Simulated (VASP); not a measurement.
# La in VASP: relaxation of the atoms with PBE

Aim: the relaxation of the atoms of La with PBE.

Everything below comes from runs of VASP 6.6.1. Logs are shortened: lines on timing, memory, paths and dates and some standing lists are left out, and cuts for length are marked.

## 1. The cell of the first run

The cell holds a slab with vacuum, 8 atoms: a = 3.769 Å, b = 3.769 Å, c = 38.135 Å, α = 90.00°, β = 90.00°, γ = 120.00°.

## 2. Relaxation of the atoms, PBE

File INCAR:

```
SYSTEM = La
PREC = Accurate
ENCUT = 450
EDIFF = 1E-7
ISMEAR = 0
SIGMA = 0.1
LREAL = .FALSE.
LASPH = .TRUE.
NELM = 200
ALGO = Normal
ISIF = 2
LWAVE = .FALSE.
LCHARG = .FALSE.
LDIPOL = .TRUE.
IDIPOL = 3
DIPOL = 0.5 0.5 0.500
GGA = PE
IBRION = 2
NSW = 90
EDIFFG = -0.03
GGA_COMPAT = .FALSE.
NELMIN = 4
LMAXMIX = 6
NELMDL = -8
KPAR = 4
```

File KPOINTS:

```
regular mesh
0
G
  9 9 1
  0 0 0
```

File POSCAR:

```
La
1.0
    3.7687883828      0.0000000000      0.0000000000
   -1.8843941914      3.2638664810      0.0000000000
    0.0000000000      0.0000000000     38.1347900843
La
8
Selective dynamics
Direct
    0.3333333333      0.6666666667      0.2228935830  F F F
    0.0000000000      0.0000000000      0.3020668450  F F F
    0.6666666667      0.3333333333      0.3812401070  F F F
    0.0000000000      0.0000000000      0.4604133690  F F F
    0.3333333333      0.6666666667      0.5395866310  T T T
    0.0000000000      0.0000000000      0.6187598930  T T T
    0.6666666667      0.3333333333      0.6979331550  T T T
    0.0000000000      0.0000000000      0.7771064170  T T T
```

Potentials or basis: VASP PAW PBE potentials, release 64 (La).

Launch:

```console
> cat potpaw_PBE.64/La/POTCAR > POTCAR
> mpirun -np 4 vasp_std > vasp.out
```

OUTCAR:

```text
SYSTEM = La
   PREC = Accurate
   ENCUT = 450
   EDIFF = 1E-7
   ISMEAR = 0
   LREAL = .FALSE.
   LASPH = .TRUE.
   NELM = 200
   ISIF = 2
   GGA = PE
   IBRION = 2
   NSW = 90
   EDIFFG = -0.03
   NELMIN = 4
   NELMDL = -8

 ion  position               nearest neighbor table
   1  0.333  0.667  0.223-
   2  0.000  0.000  0.302-
   3  0.667  0.333  0.381-
   4  0.000  0.000  0.460-
   5  0.333  0.667  0.540-
   6  0.000  0.000  0.619-
   7  0.667  0.333  0.698-
   8  0.000  0.000  0.777-

  LATTYP: Found a hexagonal cell.
 ALAT       =     3.7687883828
 C/A-ratio  =    10.1185808835

  Lattice vectors:

 A1 = (   3.7687883828,   0.0000000000,   0.0000000000)
 A2 = (  -1.8843941914,   3.2638664810,   0.0000000000)
 A3 = (   0.0000000000,   0.0000000000,  38.1347900843)

Analysis of symmetry for initial positions (statically):
=====================================================================
 Subroutine PRICEL returns:
 Original cell was already a primitive cell.

 Routine SETGRP: Setting up the symmetry group for a
 hexagonal supercell.

 Subroutine GETGRP returns: Found  6 space group operations
 (whereof  6 operations were pure point group operations)
 out of a pool of 24 trial point group operations.

The static configuration has the point symmetry C_3v.

Analysis of symmetry for dynamics (positions and initial velocities):
=====================================================================
 Subroutine PRICEL returns:
 Original cell was already a primitive cell.

 Routine SETGRP: Setting up the symmetry group for a
 hexagonal supercell.

 Subroutine GETGRP returns: Found  6 space group operations
 (whereof  6 operations were pure point group operations)
 out of a pool of 24 trial point group operations.

The dynamic configuration has the point symmetry C_3v.

Analysis of constrained symmetry for selective dynamics:
=====================================================================
 Subroutine PRICEL returns:
 Original cell was already a primitive cell.

 Routine SETGRP: Setting up the symmetry group for a
 hexagonal supercell.

 Subroutine GETGRP returns: Found  6 space group operations
 (whereof  6 operations were pure point group operations)
 out of a pool of 24 trial point group operations.

The constrained configuration has the point symmetry C_3v.

 Subroutine INISYM returns: Found  6 space group operations
 (whereof  6 operations are pure point group operations),
 and found     1 'primitive' translations

----------------------------------------------------------------------------------------

                                     Primitive cell

  volume of cell :     469.0893

  direct lattice vectors                    reciprocal lattice vectors
     3.768788383  0.000000000  0.000000000     0.265337265  0.153192541  0.000000000
    -1.884394191  3.263866481  0.000000000     0.000000000  0.306385082  0.000000000
     0.000000000  0.000000000 38.134790084     0.000000000  0.000000000  0.026222774

  length of vectors
     3.768788383  3.768788383 38.134790084     0.306385082  0.306385082  0.026222774

  position of ions in fractional coordinates (direct lattice)
     0.333333333  0.666666667  0.222893583
     0.000000000  0.000000000  0.302066845
     0.666666667  0.333333333  0.381240107
     0.000000000  0.000000000  0.460413369
     0.333333333  0.666666667  0.539586631
     0.000000000  0.000000000  0.618759893
     0.666666667  0.333333333  0.697933155
     0.000000000  0.000000000  0.777106417

  ion indices of the primitive-cell ions
   primitive index   ion index
                 1           1
                 2           2
                 3           3
                 4           4
                 5           5
                 6           6
                 7           7
                 8           8

----------------------------------------------------------------------------------------

 KPOINTS: regular mesh

Automatic generation of k-mesh.
 Grid dimensions read from file:
 generate k-points for:    9    9    1

 Generating k-lattice:

  Cartesian coordinates                     Fractional coordinates (reciprocal lattice)
     0.029481918  0.017021393  0.000000000     0.111111111 -0.000000000  0.000000000
     0.000000000  0.034042787  0.000000000     0.000000000  0.111111111  0.000000000
     0.000000000  0.000000000  0.026222774     0.000000000  0.000000000  1.000000000

  Length of vectors
     0.034042787  0.034042787  0.026222774

  Shift w.r.t. Gamma in fractional coordinates (k-lattice)
     0.000000000  0.000000000  0.000000000

 Subroutine IBZKPT returns following result:
 ===========================================

 Found     12 irreducible k-points:

 Following reciprocal coordinates:
            Coordinates               Weight
  0.000000  0.000000  0.000000      1.000000
  0.111111 -0.000000  0.000000      6.000000
  0.222222 -0.000000  0.000000      6.000000
  0.333333 -0.000000  0.000000      6.000000
  0.444444 -0.000000  0.000000      6.000000
  0.111111  0.111111  0.000000      6.000000
  0.222222  0.111111  0.000000     12.000000
  0.333333  0.111111  0.000000     12.000000
  0.444444  0.111111  0.000000      6.000000
  0.222222  0.222222  0.000000      6.000000
  0.333333  0.222222  0.000000     12.000000
  0.333333  0.333333  0.000000      2.000000
   k-points           NKPTS =     12   k-points in BZ     NKDIM =     12   number of bands    NBANDS=     52
   number of dos      NEDOS =    301   number of ions     NIONS =      8
   total plane-waves  NPLWV = 211680
   dimension x,y,z NGX =    28 NGY =   28 NGZ =  270
   dimension x,y,z NGXF=    56 NGYF=   56 NGZF=  540
   ions per type =               8
   NGX,Y,Z   is equivalent  to a cutoff of  12.35, 12.35, 11.77 a.u.
   NGXF,Y,Z  is equivalent  to a cutoff of  24.70, 24.70, 23.54 a.u.
 SYSTEM =  La
   PREC   = accura    normal or accurate (medium, high low for compatibility)
   ISTART =      0    job   : 0-new  1-cont  2-samecut
   ICHARG =      2    charge: 1-file 2-atom 10-const
   ISPIN  =      1    spin polarized calculation?
   LNONCOLLINEAR =      F non collinear calculations
   LSORBIT =      F    spin-orbit coupling
   LASPH  =      T    aspherical Exc in radial PAW
   ENCUT  =  450.0 eV  33.07 Ry    5.75 a.u.   6.52  6.52 65.96*2*pi/ulx,y,z
   NELM   =    200;   NELMIN=  4; NELMDL= -8     # of ELM steps
   EDIFF  = 0.1E-06   stopping-criterion for ELM
   LREAL  =      F    real-space projection
   EDIFFG = -.3E-01   stopping-criterion for IOM
   NSW    =     90    number of steps for IOM
   IBRION =      2    ionic relax: 0-MD 1-quasi-New 2-CG
   NFREE  =      1    steps in history (QN), initial steepest desc. (CG)
   ISIF   =      2    stress and relaxation
   ISYM   =      2    0-nonsym 1-usesym 2-fastsym
   POTIM  = 0.5000    time-step for ionic-motion
   TEBEG  =    0.0;   TEEND  =   0.0 temperature during run
   PSTRESS=    0.0 pullay stress
   NELECT =      88.0000    total number of electrons
   NUPDOWN=      -1.0000    fix difference up-down
   EMIN   =  10.00;   EMAX   =-10.00  energy-range for DOS
   EFERMI =   0.00;   METHOD = LEGACY
   ISMEAR =     0;   SIGMA  =   0.10  broadening in eV -4-tet -1-fermi 0-gaus
   EFERMI_NEDOS =   21; number of points for ismear=-14 and -15
   IALGO  =     38    algorithm
   IMIX   =      4    mixing-type and parameters
     AMIX     =   0.40;   BMIX     =  1.00
     AMIX_MAG =   1.60;   BMIX_MAG =  1.00
  volume/ion in A,a.u.               =      58.64       395.70
  Fermi-wavevector in a.u.,A,eV,Ry     =   0.937168  1.770990 11.949765  0.878283
  Thomas-Fermi vector in A             =   2.064251
   LORBIT       =      0    0 simple, 1 ext, 2 COOP (PROOUT), +10 PAW based schemes
   GGA     = PE    functional components
   LHFCALC =     F    Hartree Fock is set to
   AEXX    =    0.0000 exact exchange contribution
   IVDW    =     0    specifies the selected vdW correction
   LEPSILON=     F    determine dielectric tensor
   LRPA    =     F    only Hartree local field effects (RPA)
 conjugate gradient relaxation of ions
 non-spin polarized calculation
 Gauss-broadening in eV      SIGMA  =   0.10
  energy-cutoff  :      450.00
  volume of cell :      469.09
 maximum number of plane-waves:     10251
 NGX is ok and might be reduce to    28
   NGX = 13   NGY = 13   NGZ =131

--------------------------------------- Ionic step        1  -------------------------------------------

 number of electron      88.0000001 magnetization

 Free energy of the ion-electron system (eV)
  ---------------------------------------------------
  ext. energy  EPLUGINS =         0.00000000
  ---------------------------------------------------
  free energy    TOTEN  =       -37.94436706 eV

  energy without entropy =      -37.86425604  energy(sigma->0) =      -37.90431155

------------------------ aborting loop because EDIFF is reached ----------------------------------------

  FORCE on cell =-STRESS in cart. coord.  units (eV):
  Direction    XX          YY          ZZ          XY          YZ          ZX
  --------------------------------------------------------------------------------------
  -------------------------------------------------------------------------------------
  Total       -1.0611832     -1.0611832     -0.9439299      0.0000000      0.0000000      0.0000000
  in kB       -3.6244779     -3.6244779     -3.2239984      0.0000000      0.0000000      0.0000000
  external PRESSURE =      -3.4909847 kB  Pullay stress =       0.0000000 kB
[... 73 lines left out ...]
 number of electron      88.0000003 magnetization

------------------------ aborting loop because EDIFF is reached ----------------------------------------

 vacuum level on the upper side and lower side of the slab       (xc-potential included)         0.009        -0.093

  FORCE on cell =-STRESS in cart. coord.  units (eV):
  Direction    XX          YY          ZZ          XY          YZ          ZX
  --------------------------------------------------------------------------------------
  -------------------------------------------------------------------------------------
  Total       -0.9889111     -0.9889111     -0.7865590      0.0000000      0.0000000      0.0000000
  in kB       -3.3776320     -3.3776320     -2.6864973      0.0000000      0.0000000      0.0000000
  external PRESSURE =      -3.1472538 kB  Pullay stress =       0.0000000 kB
[... 65 lines left out ...]
  FREE ENERGIE OF THE ION-ELECTRON SYSTEM (eV)
  ---------------------------------------------------
  free  energy   TOTEN  =       -37.9521656059 eV

  energy  without entropy=      -37.8732049167  energy(sigma->0) =      -37.91268526

 dipolmoment           0.000000      0.000000     -0.000578 electrons x Angstroem

--------------------------------------- Ionic step        5  -------------------------------------------

 number of electron      88.0000002 magnetization

 dipolmoment           0.000000      0.000000      0.004649 electrons x Angstroem

 Free energy of the ion-electron system (eV)
  ---------------------------------------------------
  ext. energy  EPLUGINS =         0.00000000
  ---------------------------------------------------
  free energy    TOTEN  =       -37.95616205 eV

  energy without entropy =      -37.87687807  energy(sigma->0) =      -37.91652006

 E-fermi :   3.9297     XC(G=0):  -6.5531

 val. band max:        3.8848301184   @ k =   0.1111   0.1111   0.0000
 cond. band min:       3.9338701230   @ k =   0.2222  -0.0000   0.0000
 fundamental gap:      0.0490400046
 Fermi energy:         3.9297213821

 k-point     1 :       0.0000    0.0000    0.0000
  band No.  band energies     occupation
      1     -29.2015      2.00000
      2     -29.1732      2.00000
      3     -28.9514      2.00000
      4     -28.9154      2.00000
      5     -28.8453      2.00000
      6     -28.7865      2.00000
[... 649 lines left out ...]
     51       4.7654      0.00000
     52       4.7942      0.00000

------------------------ aborting loop because EDIFF is reached ----------------------------------------

 vacuum level on the upper side and lower side of the slab       (xc-potential included)        -0.180        -0.223

  FORCE on cell =-STRESS in cart. coord.  units (eV):
  Direction    XX          YY          ZZ          XY          YZ          ZX
  --------------------------------------------------------------------------------------
  -------------------------------------------------------------------------------------
  Total       -0.9536132     -0.9536132     -0.6784631     -0.0000000      0.0000000     -0.0000000
  in kB       -3.2570720     -3.2570720     -2.3172949     -0.0000000      0.0000000     -0.0000000
  external PRESSURE =      -2.9438130 kB  Pullay stress =       0.0000000 kB
[... 23 lines left out ...]
  FREE ENERGIE OF THE ION-ELECTRON SYSTEM (eV)
  ---------------------------------------------------
  free  energy   TOTEN  =       -37.9561620540 eV

  energy  without entropy=      -37.8768780684  energy(sigma->0) =      -37.91652006

 reached required accuracy - stopping structural energy minimisation

 vacuum level on the upper side and lower side of the slab         6.861         6.811
```

It took 29 min on 4 MPI ranks of Intel Xeon Platinum 8259CL at 2.50GHz (Skylake/Cascade Lake), shared host; peak memory 0.64 GiB.

Results:

```
Free energy               : -37.9562 eV
Energy gained by relaxing : 1.5 meV/atom
Ionic steps               : 5
Band gap on the k mesh    : zero (bands 44 and 45 overlap by 0.85 eV)
```

Step by step:
```tsv
step	energy change (eV)	largest force on free atoms (eV/Å)	pressure (GPa)
1	0.0000	0.1946	-0.35
2	-0.0033	0.1641	-0.33
3	-0.0101	0.0761	-0.31
4	-0.0078	0.1258	-0.27
5	-0.0118	0.0213	-0.29
```

Final structure:
```xyz
8
Lattice="3.7688 0.0000 0.0000 -1.8844 3.2639 0.0000 0.0000 0.0000 38.1348" Properties=species:S:1:pos:R:3 pbc="T T T"
La    0.0000    2.1759    8.5000
La    0.0000    0.0000   11.5193
La    1.8844    1.0880   14.5385
La    0.0000    0.0000   17.5578
La    0.0000    2.1759   20.6020
La    0.0000    0.0000   23.5624
La    1.8844    1.0880   26.6748
La    0.0000    0.0000   29.5956
```

Caveat: spin-orbit coupling is left out, which moves the levels of the heavy elements.

The gap in the log of VASP goes by the Fermi energy; the results here count the filled bands.